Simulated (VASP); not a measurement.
Input of a VASP 6.6.1 run:

File INCAR:

```
  PREC = Accurate
  ENCUT = 520
  EDIFF = 1E-8
  ISMEAR = -1
  SIGMA = 0.03
  LREAL = False
  LASPH = True
  NELM = 60
  ALGO = Normal
  ISIF = 2
  LWAVE = False
  LCHARG = False
  GGA = PE
  LEFG = True
  NBANDS = 11
```

KPOINTS

```
Automatic mesh
0
Gamma
  15 15 15
```

POSCAR

```
BAs
1.0
    0.0000000000      2.3407300000      2.3885000000
    2.3407300000      0.0000000000      2.3885000000
    2.3407300000      2.3407300000      0.0000000000
B As
1 1
Direct
    0.0000000000      0.0000000000      0.0000000000
    0.7500000000      0.7500000000      0.7500000000
```

Potentials or basis: VASP PAW PBE potentials, release 64 (B, As).

Launch:

```sh
$ cat potpaw_PBE.64/B/POTCAR potpaw_PBE.64/As/POTCAR > POTCAR
$ mpirun -np 1 vasp_std > vasp.out
```

Problem. Predict the pressure.

Solution. 9.8 GPa.

Problem. Predict the band gap on the k mesh.

Solution. 0.98 eV, indirect (least direct gap 3.22 eV).

Stress tensor (GPa, compression positive):
```
11.30  0.00  0.00
 0.00 11.30  0.00
 0.00  0.00  6.86
```

Caveat: the cell differs from its parent crystal (equal xx and yy strain of -2 %); without QUAD_EFG the Cq values of the log hold for a quadrupole moment of 1 mb, not for the nuclei. A k mesh can miss the band edges.
